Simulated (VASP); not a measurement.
Write the native input for VASP 6.6.1 that does the following.

```yaml
Task: single point
Functional: r2SCAN
Potentials_or_basis: VASP PAW PBE potentials, release 64 (Ir)
Cutoff: 520 eV
k_mesh: 23 × 23 × 23
Occupations: fermi-dirac, width 0.1 eV
Spin: no spin polarisation
Dipole_correction: no
Further_INCAR_settings: ALGO = Normal; EDIFF = 1e-06; NBANDS = 10
```

Ir:

```
Ir
1.0
     0.00000    1.87014    1.87014
     1.87014    0.00000    1.87014
     1.87014    1.87014    0.00000
Ir
1
Cartesian
  0.0000 0.0000 0.0000
```

This cell differs from its parent crystal: volume scaled by 0.92.

One way to write it, as run:

POSCAR

```
Ir
1.0
    0.0000000000      1.8701421098      1.8701421098
    1.8701421098      0.0000000000      1.8701421098
    1.8701421098      1.8701421098      0.0000000000
Ir
1
Direct
    0.0000000000      0.0000000000      0.0000000000
```

INCAR.step1

```
PREC = Accurate
ENCUT = 520
ISMEAR = -1
SIGMA = 0.1
LREAL = False
LASPH = True
NELM = 60
NBANDS = 10
GGA = PE
ALGO = Normal
EDIFF = 1E-4
LWAVE = True
LCHARG = False
```

INCAR.step2

```
PREC = Accurate
ENCUT = 520
EDIFF = 1E-6
ISMEAR = -1
SIGMA = 0.1
LREAL = False
LASPH = True
NELM = 60
ALGO = Normal
ISIF = 2
LWAVE = False
LCHARG = False
METAGGA = R2SCAN
LMIXTAU = True
NBANDS = 10
ISTART = 1
```

KPOINTS

```
Automatic mesh
0
Gamma
  23 23 23
```

Potentials or basis: VASP PAW PBE potentials, release 64 (Ir).

The run is started by

```bash
$ cat potpaw_PBE.64/Ir/POTCAR > POTCAR
$ cp INCAR.step1 INCAR
$ mpirun -np 1 vasp_std > vasp.out
$ cp INCAR.step2 INCAR
$ mpirun -np 1 vasp_std > vasp.out
```

Results of the run:

| Property | Result |
| --- | --- |
| Pressure | 42.2 GPa |

Caveat: the PAW data sets were made with another functional, which shifts forces and pressure a little.

It took 110 s on 1 thread of Intel(R) Xeon(R) Platinum 8375C CPU @ 2.90GHz (Ice Lake), with other jobs on the host, peak memory 0.17 GiB.
